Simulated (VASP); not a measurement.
# SnO2 in VASP: notebook, part 2 of 2

VASP 6.6.1.

## 3. Single point, LDA (equal xy, yz and zx shear strains of -2 %)

Contents of INCAR:

```
SYSTEM = SnO2
PREC = Accurate ; ENCUT = 520
EDIFF = 1E-6 ; ISMEAR = -1
SIGMA = 0.03 ; LREAL = .False.
LASPH = .True. ; NELM = 100
ALGO = Normal ; ISIF = 2
LWAVE = .False. ; LCHARG = .False.
GGA = CA ; NBANDS = 35
```

Contents of KPOINTS:

```
Automatic mesh
0
Gamma
  4 4 6
  0 0 0
```

Contents of POSCAR:

```
SnO2
1.0
    4.7373500000     -0.0473735000     -0.0473735000
   -0.0473735000      4.7373500000     -0.0473735000
   -0.0318640000     -0.0318640000      3.1864000000
Sn O
2 4
Direct
    0.0000000000      0.0000000000      0.0000000000
    0.5000000000      0.5000000000      0.5000000000
    0.3056200000      0.3056200000      0.0000000000
    0.1943800000      0.8056200000      0.5000000000
    0.6943800000      0.6943800000      0.0000000000
    0.8056200000      0.1943800000      0.5000000000
```

Potentials or basis: VASP PAW LDA potentials, release 64 (Sn_d, O).

Launch:

```console
$ cat potpaw_LDA.64/Sn_d/POTCAR potpaw_LDA.64/O/POTCAR > POTCAR
$ mpirun -np 1 vasp_std > vasp.out
```

OUTCAR:

```text
SYSTEM = SnO2
   PREC = Accurate
   ENCUT = 520
   EDIFF = 1E-6
   ISMEAR = -1
   LREAL = .False.
   LASPH = .True.
   NELM = 100
   ISIF = 2
   GGA = CA

 ion  position               nearest neighbor table
   1  0.000  0.000  0.000-   3 2.03   5 2.03   4 2.07   6 2.07   4 2.07   6 2.07   2 3.64   2 3.64
                             2 3.72   2 3.72   2 3.74   2 3.74   2 3.74   2 3.74
   2  0.500  0.500  0.500-   5 2.02   3 2.02   6 2.07   4 2.07   3 2.08   5 2.08   1 3.64   1 3.64
                             1 3.72   1 3.72   1 3.74   1 3.74   1 3.74   1 3.74
   3  0.306  0.306  0.000-   2 2.02   1 2.03   2 2.08
   4  0.194  0.806  0.500-   1 2.07   1 2.07   2 2.07
   5  0.694  0.694  0.000-   2 2.02   1 2.03   2 2.08
   6  0.806  0.194  0.500-   1 2.07   1 2.07   2 2.07

  LATTYP: Found a base centered monoclinic cell.
 ALAT       =     9.0674307187
 B/A-ratio  =     0.7462555906
 C/A-ratio  =     0.3514467023
 COS(beta)  =    -0.6821016627

  Lattice vectors:

 A1 = (  -4.7054860000,   0.0792375000,  -3.1390265000)
 A2 = (   0.0792375000,  -4.7054860000,  -3.1390265000)
 A3 = (  -0.0318640000,  -0.0318640000,   3.1864000000)

Analysis of symmetry for initial positions (statically):
=====================================================================
 Subroutine PRICEL returns:
 Original cell was already a primitive cell.

 Routine SETGRP: Setting up the symmetry group for a
 base centered monoclinic supercell.

 Subroutine GETGRP returns: Found  4 space group operations
 (whereof  4 operations were pure point group operations)
 out of a pool of  4 trial point group operations.

The static configuration has the point symmetry C_2h.

Analysis of symmetry for dynamics (positions and initial velocities):
=====================================================================
 Subroutine PRICEL returns:
 Original cell was already a primitive cell.

 Routine SETGRP: Setting up the symmetry group for a
 base centered monoclinic supercell.

 Subroutine GETGRP returns: Found  4 space group operations
 (whereof  4 operations were pure point group operations)
 out of a pool of  4 trial point group operations.

The dynamic configuration has the point symmetry C_2h.

 Subroutine INISYM returns: Found  4 space group operations
 (whereof  4 operations are pure point group operations),
 and found     1 'primitive' translations

----------------------------------------------------------------------------------------

                                     Primitive cell

  volume of cell :      71.4891

  direct lattice vectors                    reciprocal lattice vectors
     4.737350000 -0.047373500 -0.047373500     0.211131130  0.002132638  0.002132638
    -0.047373500  4.737350000 -0.047373500     0.002132638  0.211131130  0.002132638
    -0.031864000 -0.031864000  3.186400000     0.003170679  0.003170679  0.313897207

  length of vectors
     4.737823711  4.737823711  3.186718624     0.211152671  0.211152671  0.313929233

  position of ions in fractional coordinates (direct lattice)
     0.000000000  0.000000000  0.000000000
     0.500000000  0.500000000  0.500000000
[... 37 lines left out ...]

 Found     34 irreducible k-points:

 Following reciprocal coordinates:
            Coordinates               Weight
  0.000000  0.000000  0.000000      1.000000
  0.250000 -0.000000  0.000000      4.000000
  0.500000 -0.000000  0.000000      2.000000
  0.250000  0.250000  0.000000      2.000000
  0.500000  0.250000 -0.000000      4.000000
 -0.250000  0.250000  0.000000      2.000000
[... 16 lines left out ...]
  0.500000  0.250000  0.333333      4.000000
 -0.250000  0.250000  0.333333      4.000000
 [... further k-points ...]
   k-points           NKPTS =     34   k-points in BZ     NKDIM =     34   number of bands    NBANDS=     35
   number of dos      NEDOS =    301   number of ions     NIONS =      6
   total plane-waves  NPLWV =  31104
   dimension x,y,z NGX =    36 NGY =   36 NGZ =   24
   dimension x,y,z NGXF=    72 NGYF=   72 NGZF=   48
   ions per type =               2   4
   NGX,Y,Z   is equivalent  to a cutoff of  12.63, 12.63, 12.52 a.u.
   NGXF,Y,Z  is equivalent  to a cutoff of  25.26, 25.26, 25.04 a.u.
 SYSTEM =  SnO2
   PREC   = accura    normal or accurate (medium, high low for compatibility)
   ISTART =      0    job   : 0-new  1-cont  2-samecut
   ICHARG =      2    charge: 1-file 2-atom 10-const
   ISPIN  =      1    spin polarized calculation?
   LNONCOLLINEAR =      F non collinear calculations
   LSORBIT =      F    spin-orbit coupling
   LASPH  =      T    aspherical Exc in radial PAW
   ENCUT  =  520.0 eV  38.22 Ry    6.18 a.u.   8.81  8.81  5.93*2*pi/ulx,y,z
   NELM   =    100;   NELMIN=  2; NELMDL= -5     # of ELM steps
   EDIFF  = 0.1E-05   stopping-criterion for ELM
   LREAL  =      F    real-space projection
   EDIFFG = 0.1E-04   stopping-criterion for IOM
   NSW    =      0    number of steps for IOM
   IBRION =     -1    ionic relax: 0-MD 1-quasi-New 2-CG
   NFREE  =      0    steps in history (QN), initial steepest desc. (CG)
   ISIF   =      2    stress and relaxation
   ISYM   =      2    0-nonsym 1-usesym 2-fastsym
   POTIM  = 0.5000    time-step for ionic-motion
   TEBEG  =    0.0;   TEEND  =   0.0 temperature during run
   PSTRESS=    0.0 pullay stress
   NELECT =      52.0000    total number of electrons
   NUPDOWN=      -1.0000    fix difference up-down
   EMIN   =  10.00;   EMAX   =-10.00  energy-range for DOS
   EFERMI =   0.00;   METHOD = LEGACY
   ISMEAR =    -1;   SIGMA  =   0.03  broadening in eV -4-tet -1-fermi 0-gaus
   EFERMI_NEDOS =   21; number of points for ismear=-14 and -15
   IALGO  =     38    algorithm
   IMIX   =      4    mixing-type and parameters
     AMIX     =   0.40;   BMIX     =  1.00
     AMIX_MAG =   1.60;   BMIX_MAG =  1.00
  volume/ion in A,a.u.               =      11.91        80.41
  Fermi-wavevector in a.u.,A,eV,Ry     =   1.472299  2.782241 29.492851  2.167663
  Thomas-Fermi vector in A             =   2.587330
   LORBIT       =      0    0 simple, 1 ext, 2 COOP (PROOUT), +10 PAW based schemes
   GGA     = CA    functional components
   LHFCALC =     F    Hartree Fock is set to
   AEXX    =    0.0000 exact exchange contribution
   IVDW    =     0    specifies the selected vdW correction
   LEPSILON=     F    determine dielectric tensor
   LRPA    =     F    only Hartree local field effects (RPA)
 non-spin polarized calculation
  energy-cutoff  :      520.00
  volume of cell :       71.49
 maximum number of plane-waves:      1940
   NGX = 17   NGY = 17   NGZ = 11

 number of electron      51.9999987 magnetization

 Free energy of the ion-electron system (eV)
  ---------------------------------------------------
  ext. energy  EPLUGINS =         0.00000000
  ---------------------------------------------------
  free energy    TOTEN  =       -42.23948394 eV

  energy without entropy =      -42.23948394  energy(sigma->0) =      -42.23948394

 E-fermi :   6.4486     XC(G=0): -11.8046

 val. band max:        5.8836017494   @ k =   0.0000   0.0000   0.0000
 cond. band min:       7.0245498410   @ k =   0.0000   0.0000   0.0000
 fundamental gap:      1.1409480916
 Fermi energy:         6.4486267020

 k-point     1 :       0.0000    0.0000    0.0000
  band No.  band energies     occupation
      1     -15.1572      2.00000
      2     -14.3746      2.00000
      3     -14.1447      2.00000
      4     -14.1066      2.00000
      5     -14.0267      2.00000
      6     -13.9914      2.00000
[... 901 lines left out ...]
     34      17.6906      0.00000
     35      18.1735      0.00000

 [... further k-points ...]

------------------------ aborting loop because EDIFF is reached ----------------------------------------

  FORCE on cell =-STRESS in cart. coord.  units (eV):
  Direction    XX          YY          ZZ          XY          YZ          ZX
  --------------------------------------------------------------------------------------
  -------------------------------------------------------------------------------------
  Total       -0.0240966     -0.0240966      0.4336652      1.8745161      1.0563928      1.0563928
  in kB       -0.5400414     -0.5400414      9.7190781     42.0106782     23.6753256     23.6753261
  external PRESSURE =       2.8796651 kB  Pullay stress =       0.0000000 kB

 VOLUME and BASIS-vectors are now :
 -----------------------------------------------------------------------------
  energy-cutoff  :      520.00
  volume of cell :       71.49
      direct lattice vectors                 reciprocal lattice vectors
     4.737350000 -0.047373500 -0.047373500     0.211131130  0.002132638  0.002132638
    -0.047373500  4.737350000 -0.047373500     0.002132638  0.211131130  0.002132638
    -0.031864000 -0.031864000  3.186400000     0.003170679  0.003170679  0.313897207

 POSITION                                       TOTAL-FORCE (eV/Angst)
 -----------------------------------------------------------------------------------
      0.00000      0.00000      0.00000         0.000000      0.000000     -0.000000
      2.32906      2.32906      1.54583         0.000000      0.000000     -0.000000
      1.43335      1.43335     -0.02896         0.070397      0.070397     -0.241109
      0.86675      3.79136      1.54583         0.005217     -0.005217     -0.000000
      3.25663      3.25663     -0.06579        -0.070397     -0.070397      0.241109
      3.79136      0.86675      1.54583        -0.005217      0.005217      0.000000
 -----------------------------------------------------------------------------------
    total drift:                                0.000000      0.000000      0.000000

  FREE ENERGIE OF THE ION-ELECTRON SYSTEM (eV)
  ---------------------------------------------------
  free  energy   TOTEN  =       -42.2394839366 eV

  energy  without entropy=      -42.2394839365  energy(sigma->0) =      -42.23948394
```

It took 35 s on 1 thread of Intel Xeon Platinum 8559C (Emerald Rapids), shared host; peak memory 0.19 GiB.

What came out:

* Free energy: -42.2395 eV
* Pressure: 0.3 GPa
* Largest force: 0.261 eV/Å
* Band gap on the k mesh: 1.14 eV, direct

Forces on the atoms (eV/Å):
```
Sn   0.000  0.000  0.000
Sn   0.000  0.000  0.000
O    0.070  0.070 -0.241
O    0.005 -0.005  0.000
O   -0.070 -0.070  0.241
O   -0.005  0.005  0.000
```

Stress tensor (GPa, compression positive):
```
-0.05  4.20  2.37
 4.20 -0.05  2.37
 2.37  2.37  0.97
```

Caveat: the cell differs from its parent crystal (equal xy, yz and zx shear strains of -2 %); spin-orbit coupling is left out, which moves the levels of the heavy elements.

## 4. Single point, LDA (equal xy, yz and zx shear strains of +1 %)

Contents of INCAR:

```
PREC = Accurate ; ENCUT = 520
EDIFF = 1E-6 ; ISMEAR = -1
SIGMA = 0.03 ; LREAL = F
LASPH = T ; NELM = 100
ALGO = Normal ; ISIF = 2
LWAVE = F ; LCHARG = T
LELF = T ; LVHAR = T
NBANDS = 35
```

Contents of KPOINTS:

```
regular mesh
0
Gamma
  4 4 6
```

Changes to POSCAR since step 3:

```diff
@@ -2,5 +2,5 @@
 1.0
-    4.7373500000     -0.0473735000     -0.0473735000
-   -0.0473735000      4.7373500000     -0.0473735000
-   -0.0318640000     -0.0318640000      3.1864000000
+    4.7373500000      0.0236867500      0.0236867500
+    0.0236867500      4.7373500000      0.0236867500
+    0.0159320000      0.0159320000      3.1864000000
 Sn O
```

Launch:

```console
$ cat potpaw_LDA.64/Sn_d/POTCAR potpaw_LDA.64/O/POTCAR > POTCAR
$ mpirun -np 1 vasp_std > vasp.out
```

Run time: 33 s. Hardware: 1 thread of Intel Xeon Platinum 8559C (Emerald Rapids), shared host; peak memory 0.19 GiB.

Results (log left out):

| Property | Result |
| --- | --- |
| Free energy | -42.2696 eV |
| Pressure | 0.1 GPa |
| Largest force | 0.110 eV/Å |
| Band gap on the k mesh | 1.14 eV, direct |

Forces in eV/Å, atoms in the order of the input:
```
Sn   0.000  0.000  0.000
Sn   0.000  0.000  0.000
O    0.007  0.007  0.110
O   -0.061  0.061  0.000
O   -0.007 -0.007 -0.110
O    0.061 -0.061  0.000
```

Stress tensor (GPa, compression positive):
```
-0.26 -2.05 -1.14
-2.05 -0.26 -1.14
-1.14 -1.14  0.75
```

Levels at points of the mesh, in eV from the valence-band top:
| k point | band 22 | band 23 | band 24 | band 25 | band 26 | band 27 | band 28 | band 29 | band 30 | band 31 |
| --- | --- | --- | --- | --- | --- | --- | --- | --- | --- | --- |
| (0.00, 0.00, 0.00) | -1.33 | -1.23 | -0.84 | -0.78 | 0.00 | 1.14 | 5.97 | 6.04 | 6.09 | 10.06 |
| (0.50, 0.00, 0.00) | -2.01 | -1.27 | -1.20 | -0.66 | -0.65 | 4.27 | 4.34 | 6.81 | 6.86 | 10.69 |
| (0.50, 0.50, 0.00) | -2.06 | -1.40 | -1.31 | -0.98 | -0.87 | 4.67 | 4.75 | 7.30 | 7.31 | 10.67 |
| (0.00, 0.00, 0.50) | -2.69 | -1.75 | -1.69 | -1.35 | -1.21 | 5.99 | 6.03 | 9.45 | 9.50 | 10.37 |
| (0.50, 0.00, 0.50) | -1.75 | -1.18 | -1.09 | -0.76 | -0.71 | 6.25 | 6.32 | 7.74 | 7.92 | 10.72 |
| (0.50, 0.50, 0.50) | -2.43 | -1.00 | -0.99 | -0.89 | -0.80 | 4.61 | 4.68 | 8.57 | 8.68 | 10.71 |

Caveat: the cell differs from its parent crystal (equal xy, yz and zx shear strains of +1 %); spin-orbit coupling is left out, which moves the levels of the heavy elements.

## 5. Summary

```csv
cell,gap on the mesh (eV),pressure (GPa),largest force (eV/Å)
"a = 4.830, b = 4.830, c = 3.249 Å, 6 atoms",0.48,-10.9,0.23
"a = 4.738, b = 4.738, c = 3.187 Å, angles 91.1°, 6 atoms",1.14,0.3,0.26
"a = 4.737, b = 4.737, c = 3.186 Å, angles 89.4°, 6 atoms",1.14,0.1,0.11
```

Alike in all rows: task single point; level LDA; potentials or basis VASP PAW LDA potentials, release 64 (Sn_d, O); no spin polarisation; k mesh 4 × 4 × 6; cutoff (eV) 520; smearing fermi-dirac 0.03 eV.

Caveats: spin-orbit coupling is left out, which moves the levels of the heavy elements.

Absolute energies hang on the potentials; compare differences alone.
